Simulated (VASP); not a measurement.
GaN: G0W0 quasiparticle levels with PBE

The system is GaN.

```
Ga N
1.0
     0.00000    2.26750    2.26750
     2.26750    0.00000    2.26750
     2.26750    2.26750    0.00000
Ga N
1 1
Direct
  0.00000 0.00000 0.00000
  0.25000 0.25000 0.25000
```

| Quantity | Value |
| --- | --- |
| Program | VASP 6.6.1 |
| Task | G0W0 quasiparticle levels |
| Functional | PBE |
| Potentials or basis | VASP PAW PBE potentials, release 64 (Ga_d_GW, N_GW) |
| Cutoff | 500 eV |
| k mesh | 2 × 2 × 2 |
| Occupations | gaussian, width 0.01 eV |
| Spin | no spin polarisation |
| Dipole correction | no |
| GW scheme | G0W0 |
| GW iterations | 1 |
| Cutoff of the response function | 180 |
| Frequency points | 48 |
| Empty bands | 226 |
| Further INCAR settings | ALGO = EVGW0; EDIFF = 1e-08; NBANDS = 235 |

```
Band gap on the k mesh, mean-field level : 1.36 eV, direct
Quasiparticle gap                        : 2.09 eV
Least direct quasiparticle gap           : 2.09 eV
```

Levels at points of the mesh, in eV from the valence-band top:
```
           k point  band 7  band 8  band 9  band 10  band 11  band 12
(0.00, 0.00, 0.00)    0.00    0.00    0.00     1.36     9.61     9.61
(0.50, 0.00, 0.00)   -7.26   -1.00   -1.00     4.13     8.52     9.71
(0.50, 0.50, 0.00)   -6.39   -2.79   -2.79     2.86     6.12    11.50
```

Wall time 35 s on 1 thread of Intel Xeon 8259CL, with other jobs on the host, peak memory 0.18 GiB.

Caveat: the k points lie up to 1.20 Å⁻¹ apart; bands, screening cutoff and mesh are small and nothing is extrapolated, so the quasiparticle values aren't converged.
